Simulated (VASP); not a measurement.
Runs of VASP 6.6.1 on Si2C. The structure is that of space group P4/mmm (No. 123), or close to it. The cells are those of the table. The cell was built from a structure type or drawn by symmetry, and may not be a known phase.

| task | spin | cell | k mesh | cutoff (eV) | gap on the mesh (eV) | pressure (GPa) | moment (μB) | relaxed volume (Å³/atom) |
| --- | --- | --- | --- | --- | --- | --- | --- | --- |
| single point | off | a = 3.425, b = 3.425, c = 3.045 Å, 3 atoms | 6 × 6 × 4 | 520 | none | 0.1 | - | - |
| single point | off | a = 3.484, b = 3.484, c = 2.909 Å, 3 atoms | 14 × 14 × 16 | 520 | none | 0.0 | - | - |
| relaxation of cell and atoms | off | relaxed from a = 3.425, b = 3.425, c = 3.045 Å, 3 atoms | 6 × 6 × 6 | 600 | none | -0.2 | - | 11.81 |
| relaxation of cell and atoms | off | relaxed from a = 3.148, b = 3.148, c = 5.117 Å, 3 atoms | 6 × 6 × 4 | 600 | none | -0.2 | - | (a) |
| single point | off | a = 3.488, b = 3.488, c = 2.913 Å, 3 atoms | 6 × 6 × 6 | 520 | none | -0.1 | - | - |
| single point | collinear | a = 3.148, b = 3.148, c = 5.117 Å, 3 atoms | 6 × 6 × 4 | 520 | none | 8.8 | 0.00 | - |
| single point | off | a = 3.148, b = 3.148, c = 5.117 Å, 3 atoms | 6 × 6 × 4 | 520 | none | 8.8 | - | - |
| single point | collinear | a = 3.488, b = 3.488, c = 2.913 Å, 3 atoms | 6 × 6 × 6 | 520 | none | -0.1 | 0.00 | - |

Alike in all rows: level PBE; potentials or basis VASP PAW PBE potentials, release 64 (Si, C); smearing gaussian 0.1 eV.

**Question.** Fill in the values left out.

**Answer.** (a) 11.94.

Caveats: some runs use coarse meshes; the cell stands under pressure (at least some runs); the volume moved by over 15 % at a fixed basis, so the end points are rough (at least some runs).

A gap of «none» marks levels without a gap at the run's occupations.
